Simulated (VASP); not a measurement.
Runs of VASP 6.6.1 on TaN. It takes space group P-6m2 (No. 187, hexagonal). Conventional cell: a = 2.938 Å, b = 2.938 Å, c = 2.883 Å, α = 90.00°, β = 90.00°, γ = 120.00°. Within 2.9 Å of Ta (site symmetry -6m2) lie 6 N at 2.23 Å and 2 Ta at 2.88 Å. Within 2.9 Å of N (site symmetry -6m2) lie 6 Ta at 2.23 Å and 2 N at 2.88 Å. 

```csv
k mesh,gap on the mesh (eV),pressure (GPa)
6 × 6 × 5,none,-9.9
5 × 5 × 4,none,-9.7
8 × 8 × 7,none,(a)
3 × 3 × 3,none,-6.2
4 × 4 × 4,none,(b)
```

Alike in all rows: task single point; level LDA; potentials or basis VASP PAW LDA potentials, release 64 (Ta_pv, N); no spin polarisation; cell as given; cutoff (eV) 600; smearing fermi-dirac 0.1 eV.

Fill in the values left out.

(a) -9.8; (b) -9.3.

Caveats: some runs use coarse meshes; spin-orbit coupling is left out, which moves the levels of the heavy elements.

A k mesh can miss the band edges, and the runs leave out spin-orbit coupling on Ta.

A gap of «none» marks levels without a gap at the run's occupations.
